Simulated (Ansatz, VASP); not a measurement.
**InSe in VASP and in Ansatz**

```xyz
8
Lattice="4.1283 0.0000 0.0000 -2.0641 3.5752 0.0000 0.0000 0.0000 18.0521" Properties=species:S:1:pos:R:3 pbc="T T T"
In    0.0000    2.3835    1.3971
In    0.0000    2.3835   16.6550
In    0.0000    0.0000    7.6289
In    0.0000    0.0000   10.4231
Se    0.0000    2.3835    6.3721
Se    0.0000    2.3835   11.6800
Se    2.0641    1.1917    2.6537
Se    2.0641    1.1917   15.3984
```

Alike in both runs: functional PBEsol; k mesh 6 × 6 × 2; occupations fermi-dirac, width 0.05 eV; no spin polarisation.

|  | VASP | Ansatz |
| --- | --- | --- |
| version | VASP 6.6.1 | Ansatz 0.2.0 |
| potentials or method | VASP PAW PBE potentials, release 64 (In_d, Se) | Ansatz PAW |
| plane-wave cutoff (eV) | 520 | 420 |
| valence electrons in the cell | 76 | 116 |
| task | single point | band structure |

Ansatz gave:

```
gap on the k mesh at the Fermi level (eV)                     : 0.43
least direct gap on the mesh (eV)                             : 0.43
pressure (GPa)                                                : -2.3
traceless stress, the component that is largest in VASP (GPa) : 1.04
rms of the force components (eV/Å)                            : 0.134
```

Task: Estimate VASP's values.

Result: gap on the k mesh at the Fermi level (eV): 0.41; least direct gap on the mesh (eV): 0.41; pressure (GPa): -2.3; traceless stress, the component that is largest in VASP (GPa): 1.03; rms of the force components (eV/Å): 0.125.

VASP's potentials were made for PBE, not for PBEsol. Atom by atom the forces differ by 0.010 eV/Å (rms over components). VASP's potentials hold 76 valence electrons a cell and Ansatz's 116, so a difference there can come from the potentials and not from the codes.
